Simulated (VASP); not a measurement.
# Ba3MgTi4O12 (a cell with a defect) in VASP: single point with PBE

Aim: the single point of Ba3MgTi4O12 (a cell with a defect) with PBE.

Everything below comes from runs of VASP 6.6.1. Logs are shortened: lines on timing, memory, paths and dates and some standing lists are left out, and cuts for length are marked.

### Step 1. The cell of the first run

The cell holds a defect, 20 atoms: a = 6.939 Å, b = 6.939 Å, c = 6.939 Å, α = 109.47°, β = 109.47°, γ = 109.47°.

### Step 2. Single point, PBE

Input file INCAR:

```
PREC     = Accurate       # precision mode
ENCUT    = 520            # plane-wave cutoff, eV
EDIFF    = 1E-6           # SCF threshold, eV
ISMEAR   = -1             # smearing method
SIGMA    = 0.01           # smearing width, eV
LREAL    = Auto         
LASPH    = True           # aspherical terms in the spheres
NELM     = 80             # most SCF steps
ALGO     = Normal         # electronic algorithm
ISIF     = 2              # what is computed and relaxed
LWAVE    = False          # write WAVECAR
LCHARG   = False          # write CHGCAR
GGA      = PE             # functional
NBANDS   = 92             # bands
```

Input file KPOINTS:

```
regular mesh
0
Gamma
  3 3 3
```

Input file POSCAR:

```
Ba3MgTi4O12
1.0
   -4.0060000000      4.0060000000      4.0060000000
    4.0060000000     -4.0060000000      4.0060000000
    4.0060000000      4.0060000000     -4.0060000000
Mg Ba Ti O
1 3 4 12
Direct
    0.5000000000      0.5000000000      0.5000000000
    0.0000000000      0.0000000000      0.5000000000
    0.0000000000      0.5000000000      0.0000000000
    0.5000000000      0.0000000000      0.0000000000
    0.0000000000      0.0000000000      0.0000000000
    0.5000000000      0.5000000000      0.0000000000
    0.5000000000      0.0000000000      0.5000000000
    0.0000000000      0.5000000000      0.5000000000
    0.0061780121      0.2530890061      0.2530890061
    0.5000000000      0.7469109939      0.2530890061
    0.5000000000      0.2530890061      0.7469109939
   -0.0061780121      0.7469109939      0.7469109939
    0.2530890061      0.0061780121      0.2530890061
    0.7469109939      0.5000000000      0.2530890061
    0.7469109939     -0.0061780121      0.7469109939
    0.2530890061      0.5000000000      0.7469109939
    0.2530890061      0.2530890061      0.0061780121
    0.7469109939      0.7469109939     -0.0061780121
    0.7469109939      0.2530890061      0.5000000000
    0.2530890061      0.7469109939      0.5000000000
```

Potentials or basis: VASP PAW PBE potentials, release 64 (Mg, Ba_sv, Ti_sv, O).

On the command line:

```
$ cat potpaw_PBE.64/Mg/POTCAR potpaw_PBE.64/Ba_sv/POTCAR potpaw_PBE.64/Ti_sv/POTCAR potpaw_PBE.64/O/POTCAR > POTCAR
$ mpirun -np 1 vasp_std > vasp.out
```

OUTCAR:

```text
PREC = Accurate
   ENCUT = 520
   EDIFF = 1E-6
   ISMEAR = -1
   LREAL = Auto
   LASPH = True
   NELM = 80
   ISIF = 2
   GGA = PE

 ion  position               nearest neighbor table
   1  0.500  0.500  0.500-  10 2.80  11 2.80  14 2.80  16 2.80  19 2.80  20 2.80  17 2.80  18 2.80
                            13 2.80   9 2.80  15 2.80  12 2.80   2 4.01   3 4.01   4 4.01   4 4.01
   2  0.000  0.000  0.500-   9 2.83  12 2.83  13 2.83  15 2.83  11 2.83  16 2.83  14 2.83  10 2.83
                            17 2.87  18 2.87  20 2.87  19 2.87   8 3.47   5 3.47   5 3.47   8 3.47
   3  0.000  0.500  0.000-   9 2.83  12 2.83  17 2.83  18 2.83  20 2.83  19 2.83  10 2.83  11 2.83
                            15 2.87  13 2.87  14 2.87  16 2.87   8 3.47   8 3.47   5 3.47   5 3.47
   4  0.500  0.000  0.000-  13 2.83  15 2.83  17 2.83  18 2.83  19 2.83  20 2.83  14 2.83  16 2.83
                             9 2.87  12 2.87  11 2.87  10 2.87   8 3.47   7 3.47   5 3.47   6 3.47
   5  0.000  0.000  0.000-   9 2.00  12 2.00  13 2.00  15 2.00  17 2.00  18 2.00   2 3.47   3 3.47
                             4 3.47   2 3.47   3 3.47   4 3.47
   6  0.500  0.500  0.000-  17 2.00  18 2.00  14 2.00  16 2.00  10 2.00  11 2.00   2 3.47   3 3.47
                             4 3.47   4 3.47   3 3.47   2 3.47
   7  0.500  0.000  0.500-  13 2.00  15 2.00  19 2.00  20 2.00  10 2.00  11 2.00   2 3.47   3 3.47
                             4 3.47   4 3.47   2 3.47   3 3.47
   8  0.000  0.500  0.500-   9 2.00  12 2.00  19 2.00  20 2.00  14 2.00  16 2.00   2 3.47   3 3.47
                             4 3.47   3 3.47   2 3.47   4 3.47
   9  0.006  0.253  0.253-   8 2.00   5 2.00   1 2.80   2 2.83   3 2.83   4 2.87
  10  0.500  0.747  0.253-   6 2.00   7 2.00   1 2.80   2 2.83   3 2.83   4 2.87
  11  0.500  0.253  0.747-   6 2.00   7 2.00   1 2.80   2 2.83   3 2.83   4 2.87
  12  0.994  0.747  0.747-   8 2.00   5 2.00   1 2.80   2 2.83   3 2.83   4 2.87
  13  0.253  0.006  0.253-   7 2.00   5 2.00   1 2.80   2 2.83   4 2.83   3 2.87
  14  0.747  0.500  0.253-   6 2.00   8 2.00   1 2.80   2 2.83   4 2.83   3 2.87
  15  0.747  0.994  0.747-   7 2.00   5 2.00   1 2.80   2 2.83   4 2.83   3 2.87
  16  0.253  0.500  0.747-   6 2.00   8 2.00   1 2.80   2 2.83   4 2.83   3 2.87
  17  0.253  0.253  0.006-   6 2.00   5 2.00   1 2.80   3 2.83   4 2.83   2 2.87
  18  0.747  0.747  0.994-   6 2.00   5 2.00   1 2.80   3 2.83   4 2.83   2 2.87
  19  0.747  0.253  0.500-   7 2.00   8 2.00   1 2.80   3 2.83   4 2.83   2 2.87
  20  0.253  0.747  0.500-   7 2.00   8 2.00   1 2.80   4 2.83   3 2.83   2 2.87

  LATTYP: Found a body centered cubic cell.
 ALAT       =     8.0120000000

  Lattice vectors:

 A1 = (  -4.0060000000,   4.0060000000,   4.0060000000)
 A2 = (   4.0060000000,  -4.0060000000,   4.0060000000)
 A3 = (   4.0060000000,   4.0060000000,  -4.0060000000)

Analysis of symmetry for initial positions (statically):
=====================================================================
 Subroutine PRICEL returns:
 Original cell was already a primitive cell.

 Routine SETGRP: Setting up the symmetry group for a
 body centered cubic supercell.

 Subroutine GETGRP returns: Found 48 space group operations
 (whereof 12 operations were pure point group operations)
 out of a pool of 48 trial point group operations.

The static configuration has the point symmetry D_3d.
 The point group associated with its full space group is O_h .

Analysis of symmetry for dynamics (positions and initial velocities):
=====================================================================
 Subroutine PRICEL returns:
 Original cell was already a primitive cell.

 Routine SETGRP: Setting up the symmetry group for a
 body centered cubic supercell.

 Subroutine GETGRP returns: Found 48 space group operations
 (whereof 12 operations were pure point group operations)
 out of a pool of 48 trial point group operations.

The dynamic configuration has the point symmetry D_3d.
 The point group associated with its full space group is O_h .

 Subroutine INISYM returns: Found 48 space group operations
 (whereof 12 operations are pure point group operations),
 and found     1 'primitive' translations

----------------------------------------------------------------------------------------

                                     Primitive cell

  volume of cell :     257.1537

  direct lattice vectors                    reciprocal lattice vectors
    -4.006000000  4.006000000  4.006000000     0.000000000  0.124812781  0.124812781
     4.006000000 -4.006000000  4.006000000     0.124812781  0.000000000  0.124812781
     4.006000000  4.006000000 -4.006000000     0.124812781  0.124812781  0.000000000

  length of vectors
     6.938595535  6.938595535  6.938595535     0.176511927  0.176511927  0.176511927

  position of ions in fractional coordinates (direct lattice)
     0.500000000  0.500000000  0.500000000
     0.000000000  0.000000000  0.500000000
     0.000000000  0.500000000  0.000000000
     0.500000000  0.000000000  0.000000000
     0.000000000  0.000000000  0.000000000
     0.500000000  0.500000000  0.000000000
[... 12 lines left out ...]
     0.746910994  0.253089006  0.500000000
     0.253089006  0.746910994  0.500000000

  ion indices of the primitive-cell ions
   primitive index   ion index
                 1           1
                 2           2
                 3           3
                 4           4
                 5           5
                 6           6
[... 12 lines left out ...]
                19          19
                20          20

----------------------------------------------------------------------------------------

 KPOINTS: regular mesh

Automatic generation of k-mesh.
 Grid dimensions read from file:
 generate k-points for:    3    3    3

 Generating k-lattice:

  Cartesian coordinates                     Fractional coordinates (reciprocal lattice)
     0.000000000  0.041604260  0.041604260     0.333333333  0.000000000  0.000000000
     0.041604260  0.000000000  0.041604260     0.000000000  0.333333333  0.000000000
     0.041604260  0.041604260  0.000000000     0.000000000  0.000000000  0.333333333

  Length of vectors
     0.058837309  0.058837309  0.058837309

  Shift w.r.t. Gamma in fractional coordinates (k-lattice)
     0.000000000  0.000000000  0.000000000

 Subroutine IBZKPT returns following result:
 ===========================================

 Found      4 irreducible k-points:

 Following reciprocal coordinates:
            Coordinates               Weight
  0.000000  0.000000  0.000000      1.000000
  0.333333  0.000000  0.000000     12.000000
  0.333333  0.333333  0.000000      8.000000
 -0.333333  0.333333  0.333333      6.000000
   k-points           NKPTS =      4   k-points in BZ     NKDIM =      4   number of bands    NBANDS=     92
   number of dos      NEDOS =    301   number of ions     NIONS =     20
   total plane-waves  NPLWV = 157464
   dimension x,y,z NGX =    54 NGY =   54 NGZ =   54
   dimension x,y,z NGXF=   108 NGYF=  108 NGZF=  108
   ions per type =               1   3   4  12
   NGX,Y,Z   is equivalent  to a cutoff of  12.94, 12.94, 12.94 a.u.
   NGXF,Y,Z  is equivalent  to a cutoff of  25.88, 25.88, 25.88 a.u.
 SYSTEM =  unknown system
   PREC   = accura    normal or accurate (medium, high low for compatibility)
   ISTART =      0    job   : 0-new  1-cont  2-samecut
   ICHARG =      2    charge: 1-file 2-atom 10-const
   ISPIN  =      1    spin polarized calculation?
   LNONCOLLINEAR =      F non collinear calculations
   LSORBIT =      F    spin-orbit coupling
   LASPH  =      T    aspherical Exc in radial PAW
   ENCUT  =  520.0 eV  38.22 Ry    6.18 a.u.  12.90 12.90 12.90*2*pi/ulx,y,z
   NELM   =     80;   NELMIN=  2; NELMDL= -5     # of ELM steps
   EDIFF  = 0.1E-05   stopping-criterion for ELM
   LREAL  =      T    real-space projection
   EDIFFG = 0.1E-04   stopping-criterion for IOM
   NSW    =      0    number of steps for IOM
   IBRION =     -1    ionic relax: 0-MD 1-quasi-New 2-CG
   NFREE  =      0    steps in history (QN), initial steepest desc. (CG)
   ISIF   =      2    stress and relaxation
   ISYM   =      2    0-nonsym 1-usesym 2-fastsym
   POTIM  = 0.5000    time-step for ionic-motion
   TEBEG  =    0.0;   TEEND  =   0.0 temperature during run
   PSTRESS=    0.0 pullay stress
   NELECT =     152.0000    total number of electrons
   NUPDOWN=      -1.0000    fix difference up-down
   EMIN   =  10.00;   EMAX   =-10.00  energy-range for DOS
   EFERMI =   0.00;   METHOD = LEGACY
   ISMEAR =    -1;   SIGMA  =   0.01  broadening in eV -4-tet -1-fermi 0-gaus
   EFERMI_NEDOS =   21; number of points for ismear=-14 and -15
   IALGO  =     38    algorithm
   IMIX   =      4    mixing-type and parameters
     AMIX     =   0.40;   BMIX     =  1.00
     AMIX_MAG =   1.60;   BMIX_MAG =  1.00
  volume/ion in A,a.u.               =      12.86        86.77
  Fermi-wavevector in a.u.,A,eV,Ry     =   1.373910  2.596314 25.682763  1.887630
  Thomas-Fermi vector in A             =   2.499385
   LORBIT       =      0    0 simple, 1 ext, 2 COOP (PROOUT), +10 PAW based schemes
   GGA     = PE    functional components
   LHFCALC =     F    Hartree Fock is set to
   AEXX    =    0.0000 exact exchange contribution
   IVDW    =     0    specifies the selected vdW correction
   LEPSILON=     F    determine dielectric tensor
   LRPA    =     F    only Hartree local field effects (RPA)
 non-spin polarized calculation
  energy-cutoff  :      520.00
  volume of cell :      257.15
 maximum number of plane-waves:      6939
 NGX is ok and might be reduce to    54
   NGX = 25   NGY = 25   NGZ = 25

 number of electron     151.9999997 magnetization

 Free energy of the ion-electron system (eV)
  ---------------------------------------------------
  ext. energy  EPLUGINS =         0.00000000
  ---------------------------------------------------
  free energy    TOTEN  =      -156.43546488 eV

  energy without entropy =     -156.43546488  energy(sigma->0) =     -156.43546488

 E-fermi :   3.9523     XC(G=0): -10.9569

 val. band max:        3.6079583852   @ k =  -0.3333   0.3333   0.3333
 cond. band min:       5.3560759543   @ k =   0.0000   0.0000   0.0000
 fundamental gap:      1.7481175691
 Fermi energy:         3.9522586075

 k-point     1 :       0.0000    0.0000    0.0000
  band No.  band energies     occupation
      1     -53.1016      2.00000
      2     -53.0996      2.00000
      3     -53.0996      2.00000
      4     -53.0996      2.00000
      5     -29.3561      2.00000
      6     -29.3561      2.00000
[... 80 lines left out ...]
     87       7.4478      0.00000
     88       7.4478      0.00000

 k-point     2 :       0.3333    0.0000    0.0000
  band No.  band energies     occupation
      1     -53.1011      2.00000
      2     -53.1001      2.00000
      3     -53.0997      2.00000
      4     -53.0997      2.00000
      5     -29.3542      2.00000
      6     -29.3542      2.00000
[... 80 lines left out ...]
     87       7.2128      0.00000
     88       7.3460      0.00000

 k-point     3 :       0.3333    0.3333    0.0000
  band No.  band energies     occupation
      1     -53.1004      2.00000
      2     -53.1004      2.00000
      3     -53.1004      2.00000
      4     -53.0994      2.00000
      5     -29.3454      2.00000
      6     -29.3454      2.00000
[... 80 lines left out ...]
     87       7.2004      0.00000
     88       7.2004      0.00000

 k-point     4 :      -0.3333    0.3333    0.3333
  band No.  band energies     occupation
      1     -53.1009      2.00000
      2     -53.1004      2.00000
      3     -53.1004      2.00000
      4     -53.0989      2.00000
      5     -29.3585      2.00000
      6     -29.3542      2.00000
[... 80 lines left out ...]
     87       7.4467      0.00000
     88       7.4529      0.00000
 [bands above 88 left out]

------------------------ aborting loop because EDIFF is reached ----------------------------------------

  FORCE on cell =-STRESS in cart. coord.  units (eV):
  Direction    XX          YY          ZZ          XY          YZ          ZX
  --------------------------------------------------------------------------------------
  -------------------------------------------------------------------------------------
  Total       -3.7600376     -3.7600376     -3.7600376      0.0000000      0.0000000      0.0000000
  in kB      -23.4266368    -23.4266368    -23.4266368      0.0000000      0.0000000      0.0000000
  external PRESSURE =     -23.4266368 kB  Pullay stress =       0.0000000 kB

 VOLUME and BASIS-vectors are now :
 -----------------------------------------------------------------------------
  energy-cutoff  :      520.00
  volume of cell :      257.15
      direct lattice vectors                 reciprocal lattice vectors
    -4.006000000  4.006000000  4.006000000     0.000000000  0.124812781  0.124812781
     4.006000000 -4.006000000  4.006000000     0.124812781  0.000000000  0.124812781
     4.006000000  4.006000000 -4.006000000     0.124812781  0.124812781  0.000000000

 POSITION                                       TOTAL-FORCE (eV/Angst)
 -----------------------------------------------------------------------------------
      2.00300      2.00300      2.00300         0.000000     -0.000000      0.000000
      2.00300      2.00300     -2.00300         0.000000     -0.000000      0.000000
      2.00300     -2.00300      2.00300         0.000000     -0.000000      0.000000
     -2.00300      2.00300      2.00300         0.000000     -0.000000      0.000000
      0.00000      0.00000      0.00000         0.000000     -0.000000      0.000000
      0.00000      0.00000      4.00600         0.000000     -0.000000      0.000000
[... 12 lines left out ...]
      0.02475      3.98125      2.00300         0.024932     -0.024932     -0.000000
      3.98125      0.02475      2.00300        -0.024932      0.024932      0.000000
 -----------------------------------------------------------------------------------
    total drift:                                0.000000      0.000000     -0.000000

  FREE ENERGIE OF THE ION-ELECTRON SYSTEM (eV)
  ---------------------------------------------------
  free  energy   TOTEN  =      -156.4354648759 eV

  energy  without entropy=     -156.4354648759  energy(sigma->0) =     -156.43546488
```

Wall time 3.9 min (1 thread of Intel Xeon Platinum 8375C at 2.90GHz (Ice Lake), shared host); peak memory 0.42 GiB.

What came out:

```
Free energy            : -156.4355 eV
Pressure               : -2.3 GPa
Largest force          : 0.035 eV/Å
Band gap on the k mesh : 1.75 eV
```

Forces in eV/Å, atoms in the order of the input:
```
Mg   0.000  0.000  0.000
Ba   0.000  0.000  0.000
Ba   0.000  0.000  0.000
Ba   0.000  0.000  0.000
Ti   0.000  0.000  0.000
Ti   0.000  0.000  0.000
Ti   0.000  0.000  0.000
Ti   0.000  0.000  0.000
O    0.000  0.025  0.025
O    0.000  0.025 -0.025
O    0.000 -0.025  0.025
O    0.000 -0.025 -0.025
O    0.025  0.000  0.025
O    0.025  0.000 -0.025
O   -0.025  0.000 -0.025
O   -0.025  0.000  0.025
O    0.025  0.025  0.000
O   -0.025 -0.025  0.000
O    0.025 -0.025  0.000
O   -0.025  0.025  0.000
```

Levels at points of the mesh, in eV from the valence-band top:
| k point | band 74 | band 75 | band 76 | band 77 | band 78 | band 79 |
| --- | --- | --- | --- | --- | --- | --- |
| (0.00, 0.00, 0.00) | -0.11 | -0.03 | -0.03 | 1.75 | 1.75 | 1.75 |

Caveat: spin-orbit coupling is left out, which moves the levels of the heavy elements.
